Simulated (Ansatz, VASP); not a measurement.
**O in VASP and in Ansatz**

```
CELL_PARAMETERS angstrom
1.69752 -1.68376 -0.03196
1.69752 1.68376 -0.03196
-1.27907 0.00000 4.37436
ATOMIC_POSITIONS crystal
O 0.05586 0.05586 0.13951
O 0.94414 0.94414 0.86049
```

Alike in both runs: functional PBE; k mesh 6 × 6 × 4; occupations gaussian, width 0.1 eV; no spin polarisation.

Ansatz relaxed the structure, and its values are those at the end. VASP's run is a single point on that final structure, the one shown.

```csv
,VASP,Ansatz
version,VASP 6.6.1,Ansatz 0.2.0
potentials or method,"VASP PAW PBE potentials, release 64 (O), cutoff 520 eV","scalar-relativistic, plane waves, PAW"
valence electrons in the cell,12,12
```

Ansatz gave:

```
pressure (GPa)                     : 0.0
rms of the force components (eV/Å) : 0.011
```

Q: Estimate VASP's values.

A: Pressure (GPa): 2.9; rms of the force components (eV/Å): 0.699.

The k mesh is coarse, so the values compare programs but aren't converged. Noted on VASP's run: the standard files for N, O and F lose accuracy on very short bonds; spin is off for a triplet molecule.
